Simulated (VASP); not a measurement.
# Na3I2 (R-3c) in VASP: single point with PBE

Aim: the single point of Na3I2 with PBE.

Everything below comes from runs of VASP 6.6.1. Logs are shortened: lines on timing, memory, paths and dates and some standing lists are left out, and cuts for length are marked.

## Step 1: The cell of the first run

It takes space group R-3c (No. 167, trigonal). The conventional cell has a = 8.034 Å, b = 8.034 Å, c = 23.308 Å, α = 90.00°, β = 90.00°, γ = 120.00°. Within 4.4 Å of Na (site symmetry 2) lie 4 I at 3.23 to 3.35 Å and 2 Na at 4.38 Å. Within 4.4 Å of I (site symmetry 3) lie 6 Na at 3.23 to 3.35 Å and 1 I at 4.39 Å.

## Step 2: Single point, PBE

File INCAR:

```
SYSTEM = Na3I2
PREC = Accurate
ENCUT = 500
EDIFF = 1E-6
ISMEAR = 0
SIGMA = 0.1
LREAL = .FALSE.
LASPH = .TRUE.
NELM = 120
ALGO = Normal
ISIF = 2
LWAVE = .FALSE.
LCHARG = .TRUE.
GGA = PE
LELF = .TRUE.
LVHAR = .TRUE.
NBANDS = 46
GGA_COMPAT = .FALSE.
```

File KPOINTS:

```
regular mesh
0
G
  6 6 6
  0 0 0
```

File POSCAR:

```
Na3I2
1.0
    4.0172393605      2.3193542262      7.7694273877
   -4.0172393605      2.3193542262      7.7694273877
    0.0000000000     -4.6387084524      7.7694273877
Na I
6 4
Direct
    0.5643849060      0.9356150940      0.2500000000
    0.2500000000      0.5643849060      0.9356150940
    0.9356150940      0.2500000000      0.5643849060
    0.4356150940      0.0643849060      0.7500000000
    0.7500000000      0.4356150940      0.0643849060
    0.0643849060      0.7500000000      0.4356150940
    0.3441582998      0.3441582998      0.3441582998
    0.1558417002      0.1558417002      0.1558417002
    0.6558417002      0.6558417002      0.6558417002
    0.8441582998      0.8441582998      0.8441582998
```

Potentials or basis: VASP PAW PBE potentials, release 64 (Na_pv, I).

On the command line:

```sh
cat potpaw_PBE.64/Na_pv/POTCAR potpaw_PBE.64/I/POTCAR > POTCAR
mpirun -np 1 vasp_std > vasp.out
```

OUTCAR:

```text
SYSTEM = Na3I2
   PREC = Accurate
   ENCUT = 500
   EDIFF = 1E-6
   ISMEAR = 0
   LREAL = .FALSE.
   LASPH = .TRUE.
   NELM = 120
   ISIF = 2
   GGA = PE

 ion  position               nearest neighbor table
   1  0.564  0.936  0.250-
   2  0.250  0.564  0.936-
   3  0.936  0.250  0.564-
   4  0.436  0.064  0.750-
   5  0.750  0.436  0.064-
   6  0.064  0.750  0.436-
   7  0.344  0.344  0.344-
   8  0.156  0.156  0.156-
   9  0.656  0.656  0.656-
  10  0.844  0.844  0.844-

  LATTYP: Found a trigonal (rhomboedric) cell.
 ALAT       =     9.0488462269
 COS(alpha) =     0.6058159947

  Lattice vectors:

 A1 = (   4.0172393605,   2.3193542262,   7.7694273877)
 A2 = (  -4.0172393605,   2.3193542262,   7.7694273877)
 A3 = (   0.0000000000,  -4.6387084524,   7.7694273877)

Analysis of symmetry for initial positions (statically):
=====================================================================
 Subroutine PRICEL returns:
 Original cell was already a primitive cell.

 Routine SETGRP: Setting up the symmetry group for a
 trigonal (rhombohedral) supercell.

 Subroutine GETGRP returns: Found 12 space group operations
 (whereof  6 operations were pure point group operations)
 out of a pool of 12 trial point group operations.

The static configuration has the point symmetry S_6 .
 The point group associated with its full space group is D_3d.

Analysis of symmetry for dynamics (positions and initial velocities):
=====================================================================
 Subroutine PRICEL returns:
 Original cell was already a primitive cell.

 Routine SETGRP: Setting up the symmetry group for a
 trigonal (rhombohedral) supercell.

 Subroutine GETGRP returns: Found 12 space group operations
 (whereof  6 operations were pure point group operations)
 out of a pool of 12 trial point group operations.

The dynamic configuration has the point symmetry S_6 .
 The point group associated with its full space group is D_3d.

 Subroutine INISYM returns: Found 12 space group operations
 (whereof  6 operations are pure point group operations),
 and found     1 'primitive' translations

----------------------------------------------------------------------------------------

                                     Primitive cell

  volume of cell :     434.3452

  direct lattice vectors                    reciprocal lattice vectors
     4.017239360  2.319354226  7.769427388     0.124463582  0.071859082  0.042903205
    -4.017239360  2.319354226  7.769427388    -0.124463582  0.071859082  0.042903205
     0.000000000 -4.638708452  7.769427388     0.000000000 -0.143718165  0.042903205

  length of vectors
     9.048846227  9.048846227  9.048846227     0.149985319  0.149985319  0.149985319

  position of ions in fractional coordinates (direct lattice)
     0.564384906  0.935615094  0.250000000
     0.250000000  0.564384906  0.935615094
     0.935615094  0.250000000  0.564384906
     0.435615094  0.064384906  0.750000000
     0.750000000  0.435615094  0.064384906
     0.064384906  0.750000000  0.435615094
     0.344158300  0.344158300  0.344158300
     0.155841700  0.155841700  0.155841700
     0.655841700  0.655841700  0.655841700
     0.844158300  0.844158300  0.844158300

  ion indices of the primitive-cell ions
   primitive index   ion index
                 1           1
                 2           2
                 3           3
                 4           4
                 5           5
                 6           6
                 7           7
                 8           8
                 9           9
                10          10

----------------------------------------------------------------------------------------

 KPOINTS: regular mesh

Automatic generation of k-mesh.
 Grid dimensions read from file:
 generate k-points for:    6    6    6

 Generating k-lattice:

  Cartesian coordinates                     Fractional coordinates (reciprocal lattice)
     0.020743930  0.011976514  0.007150534     0.166666667  0.000000000  0.000000000
    -0.020743930  0.011976514  0.007150534     0.000000000  0.166666667  0.000000000
     0.000000000 -0.023953027  0.007150534     0.000000000  0.000000000  0.166666667

  Length of vectors
     0.024997553  0.024997553  0.024997553

  Shift w.r.t. Gamma in fractional coordinates (k-lattice)
     0.000000000  0.000000000  0.000000000

 Subroutine IBZKPT returns following result:
 ===========================================

 Found     32 irreducible k-points:

 Following reciprocal coordinates:
            Coordinates               Weight
  0.000000  0.000000  0.000000      1.000000
  0.166667  0.000000  0.000000      6.000000
  0.333333  0.000000  0.000000      6.000000
  0.500000  0.000000  0.000000      3.000000
  0.166667  0.166667  0.000000      6.000000
  0.333333  0.166667  0.000000     12.000000
[... 16 lines left out ...]
  0.500000  0.500000  0.166667      6.000000
 -0.333333  0.500000  0.166667     12.000000
 [... further k-points ...]
   k-points           NKPTS =     32   k-points in BZ     NKDIM =     32   number of bands    NBANDS=     46
   number of dos      NEDOS =    301   number of ions     NIONS =     10
   total plane-waves  NPLWV = 343000
   dimension x,y,z NGX =    70 NGY =   70 NGZ =   70
   dimension x,y,z NGXF=   140 NGYF=  140 NGZF=  140
   ions per type =               6   4
   NGX,Y,Z   is equivalent  to a cutoff of  12.86, 12.86, 12.86 a.u.
   NGXF,Y,Z  is equivalent  to a cutoff of  25.72, 25.72, 25.72 a.u.
 SYSTEM =  Na3I2
   PREC   = accura    normal or accurate (medium, high low for compatibility)
   ISTART =      0    job   : 0-new  1-cont  2-samecut
   ICHARG =      2    charge: 1-file 2-atom 10-const
   ISPIN  =      1    spin polarized calculation?
   LNONCOLLINEAR =      F non collinear calculations
   LSORBIT =      F    spin-orbit coupling
   LASPH  =      T    aspherical Exc in radial PAW
   ENCUT  =  500.0 eV  36.75 Ry    6.06 a.u.  16.50 16.50 16.50*2*pi/ulx,y,z
   NELM   =    120;   NELMIN=  2; NELMDL= -5     # of ELM steps
   EDIFF  = 0.1E-05   stopping-criterion for ELM
   LREAL  =      F    real-space projection
   EDIFFG = 0.1E-04   stopping-criterion for IOM
   NSW    =      0    number of steps for IOM
   IBRION =     -1    ionic relax: 0-MD 1-quasi-New 2-CG
   NFREE  =      0    steps in history (QN), initial steepest desc. (CG)
   ISIF   =      2    stress and relaxation
   ISYM   =      2    0-nonsym 1-usesym 2-fastsym
   POTIM  = 0.5000    time-step for ionic-motion
   TEBEG  =    0.0;   TEEND  =   0.0 temperature during run
   PSTRESS=    0.0 pullay stress
   NELECT =      70.0000    total number of electrons
   NUPDOWN=      -1.0000    fix difference up-down
   EMIN   =  10.00;   EMAX   =-10.00  energy-range for DOS
   EFERMI =   0.00;   METHOD = LEGACY
   ISMEAR =     0;   SIGMA  =   0.10  broadening in eV -4-tet -1-fermi 0-gaus
   EFERMI_NEDOS =   21; number of points for ismear=-14 and -15
   IALGO  =     38    algorithm
   IMIX   =      4    mixing-type and parameters
     AMIX     =   0.40;   BMIX     =  1.00
     AMIX_MAG =   1.60;   BMIX_MAG =  1.00
  volume/ion in A,a.u.               =      43.43       293.11
  Fermi-wavevector in a.u.,A,eV,Ry     =   0.890900  1.683558 10.798992  0.793704
  Thomas-Fermi vector in A             =   2.012651
   LORBIT       =      0    0 simple, 1 ext, 2 COOP (PROOUT), +10 PAW based schemes
   GGA     = PE    functional components
   LHFCALC =     F    Hartree Fock is set to
   AEXX    =    0.0000 exact exchange contribution
   IVDW    =     0    specifies the selected vdW correction
   LEPSILON=     F    determine dielectric tensor
   LRPA    =     F    only Hartree local field effects (RPA)
 non-spin polarized calculation
 Gauss-broadening in eV      SIGMA  =   0.10
  energy-cutoff  :      500.00
  volume of cell :      434.35
 maximum number of plane-waves:     11081
 NGX is ok and might be reduce to    70
   NGX = 33   NGY = 33   NGZ = 33

 number of electron      69.9999988 magnetization

 Free energy of the ion-electron system (eV)
  ---------------------------------------------------
  ext. energy  EPLUGINS =         0.00000000
  ---------------------------------------------------
  free energy    TOTEN  =       -22.26345512 eV

  energy without entropy =      -22.24194306  energy(sigma->0) =      -22.25269909

 E-fermi :   2.7724     XC(G=0):  -6.6085

 val. band max:        2.7408212322   @ k =   0.5000   0.3333   0.3333
 cond. band min:       2.7735698382   @ k =  -0.1667   0.5000   0.1667
 fundamental gap:      0.0327486060
 Fermi energy:         2.7723569206

 k-point     1 :       0.0000    0.0000    0.0000
  band No.  band energies     occupation
      1     -23.5999      2.00000
      2     -23.5997      2.00000
      3     -23.5997      2.00000
      4     -23.5994      2.00000
      5     -23.5991      2.00000
      6     -23.5991      2.00000
[... 38 lines left out ...]
     45       5.5535      0.00000
     46       5.9051      0.00000

 k-point     2 :       0.1667    0.0000    0.0000
  band No.  band energies     occupation
      1     -23.6000      2.00000
      2     -23.5997      2.00000
      3     -23.5995      2.00000
      4     -23.5994      2.00000
      5     -23.5991      2.00000
      6     -23.5990      2.00000
[... 38 lines left out ...]
     45       5.5546      0.00000
     46       6.0268      0.00000

 k-point     3 :       0.3333    0.0000    0.0000
  band No.  band energies     occupation
      1     -23.6000      2.00000
      2     -23.5998      2.00000
      3     -23.5994      2.00000
      4     -23.5993      2.00000
      5     -23.5992      2.00000
      6     -23.5990      2.00000
[... 1018 lines left out ...]
     45       5.4936      0.00000
     46       5.5333      0.00000

 k-point    24 :      -0.3333    0.5000    0.1667
  band No.  band energies     occupation
      1     -23.5999      2.00000
      2     -23.5998      2.00000
      3     -23.5995      2.00000
      4     -23.5995      2.00000
      5     -23.5991      2.00000
      6     -23.5990      2.00000
[... 38 lines left out ...]
     45       5.4686      0.00000
     46       5.5488      0.00000

 [... further k-points ...]

------------------------ aborting loop because EDIFF is reached ----------------------------------------

  FORCE on cell =-STRESS in cart. coord.  units (eV):
  Direction    XX          YY          ZZ          XY          YZ          ZX
  --------------------------------------------------------------------------------------
  -------------------------------------------------------------------------------------
  Total       -0.0234470     -0.0234470     -0.0366115     -0.0000000      0.0000000     -0.0000000
  in kB       -0.0864892     -0.0864892     -0.1350496     -0.0000000      0.0000000     -0.0000000
  external PRESSURE =      -0.1026760 kB  Pullay stress =       0.0000000 kB

 VOLUME and BASIS-vectors are now :
 -----------------------------------------------------------------------------
  energy-cutoff  :      500.00
  volume of cell :      434.35
      direct lattice vectors                 reciprocal lattice vectors
     4.017239360  2.319354226  7.769427388     0.124463582  0.071859082  0.042903205
    -4.017239360  2.319354226  7.769427388    -0.124463582  0.071859082  0.042903205
     0.000000000 -4.638708452  7.769427388     0.000000000 -0.143718165  0.042903205

 POSITION                                       TOTAL-FORCE (eV/Angst)
 -----------------------------------------------------------------------------------
     -1.49132      2.31935     13.59650         0.000630      0.000000     -0.000000
     -1.26296     -2.45120     13.59650        -0.000315      0.000545     -0.000000
      2.75428      0.13184     13.59650        -0.000315     -0.000545     -0.000000
      1.49132     -2.31935      9.71178        -0.000630      0.000000     -0.000000
      1.26296      2.45120      9.71178         0.000315     -0.000545     -0.000000
     -2.75428     -0.13184      9.71178         0.000315      0.000545     -0.000000
      0.00000      0.00000      8.02174        -0.000000      0.000000      0.003336
      0.00000      0.00000      3.63240        -0.000000      0.000000     -0.003336
      0.00000      0.00000     15.28654        -0.000000     -0.000000     -0.003336
      0.00000      0.00000     19.67588        -0.000000     -0.000000      0.003336
 -----------------------------------------------------------------------------------
    total drift:                               -0.000000      0.000000     -0.000000

  FREE ENERGIE OF THE ION-ELECTRON SYSTEM (eV)
  ---------------------------------------------------
  free  energy   TOTEN  =       -22.2634551167 eV

  energy  without entropy=      -22.2419430574  energy(sigma->0) =      -22.25269909
```

It took 33 min on 1 thread of Oxide Virtual Turin-like, shared host; peak memory 0.88 GiB.

What came out:

```
Free energy            : -22.2635 eV
Pressure               : 0.0 GPa
Largest force          : 0.003 eV/Å
Band gap on the k mesh : zero (bands 35 and 36 overlap by 0.53 eV)
```

Forces on the atoms (eV/Å):
```
Na   0.001  0.000  0.000
Na   0.000  0.001  0.000
Na   0.000 -0.001  0.000
Na  -0.001  0.000  0.000
Na   0.000 -0.001  0.000
Na   0.000  0.001  0.000
I    0.000  0.000  0.003
I    0.000  0.000 -0.003
I    0.000  0.000 -0.003
I    0.000  0.000  0.003
```

Caveat: spin-orbit coupling is left out, which moves the levels of the heavy elements.

The gap in the log of VASP goes by the Fermi energy; the results here count the filled bands.